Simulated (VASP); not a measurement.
Wanted: the native input for a VASP 6.6.1 run.

| Property | Result |
| --- | --- |
| Task | single point |
| Functional | r2SCAN |
| Potentials or basis | VASP PAW PBE potentials, release 64 (Re) |
| Cutoff | 520 eV |
| k mesh | 22 × 22 × 22 |
| Occupations | gaussian, width 0.15 eV |
| Spin | no spin polarisation |
| Dipole correction | no |
| Further INCAR settings | ALGO = Normal; EDIFF = 1e-06; NBANDS = 10 |

Crystal: Re.

```
Re
1.0
     0.24781    2.10635    2.10635
     2.10635    0.24781    2.10635
     2.10635    2.10635    0.24781
Re
1
Direct
  0.00000 0.00000 0.00000
```

This cell differs from its parent crystal: ratio of the length along [111] to the lengths across it x 1.2, volume and fractional coordinates fixed.

The input as run:

POSCAR

```
Re
1.0
    0.2478061543      2.1063523113      2.1063523113
    2.1063523113      0.2478061543      2.1063523113
    2.1063523113      2.1063523113      0.2478061543
Re
1
Direct
    0.0000000000      0.0000000000      0.0000000000
```

INCAR.step1

```
SYSTEM = Re
  PREC = Accurate
  ENCUT = 520
  ISMEAR = 0
  SIGMA = 0.15
  LREAL = .False.
  LASPH = .True.
  NELM = 100
  NBANDS = 10
  GGA = PE
  ALGO = Normal
  EDIFF = 1E-4
  LWAVE = .True.
  LCHARG = .False.
```

INCAR.step2

```
SYSTEM = Re
  PREC = Accurate
  ENCUT = 520
  EDIFF = 1E-6
  ISMEAR = 0
  SIGMA = 0.15
  LREAL = .False.
  LASPH = .True.
  NELM = 100
  ALGO = Normal
  ISIF = 2
  LWAVE = .False.
  LCHARG = .True.
  METAGGA = R2SCAN
  LMIXTAU = .True.
  LELF = .True.
  LVHAR = .True.
  NBANDS = 10
  ISTART = 1
```

KPOINTS

```
regular mesh
0
Gamma
  22 22 22
  0 0 0
```

Potentials or basis: VASP PAW PBE potentials, release 64 (Re).

The run is started by

```console
$ cat potpaw_PBE.64/Re/POTCAR > POTCAR
$ cp INCAR.step1 INCAR
$ mpirun -np 1 vasp_std > vasp.out
$ cp INCAR.step2 INCAR
$ mpirun -np 1 vasp_std > vasp.out
```

It gave:

The pressure is -1.9 GPa and the band gap on the k mesh is zero (an odd number of electrons rules out a gap without spin polarisation).

Caveat: the PAW data sets were made with another functional, which shifts forces and pressure a little; spin-orbit coupling is left out, which moves the levels of the heavy elements.

Wall time 9.4 min on 1 thread of AMD EPYC 7R13 Processor (Zen 3) (shared host), peak memory 0.26 GiB.
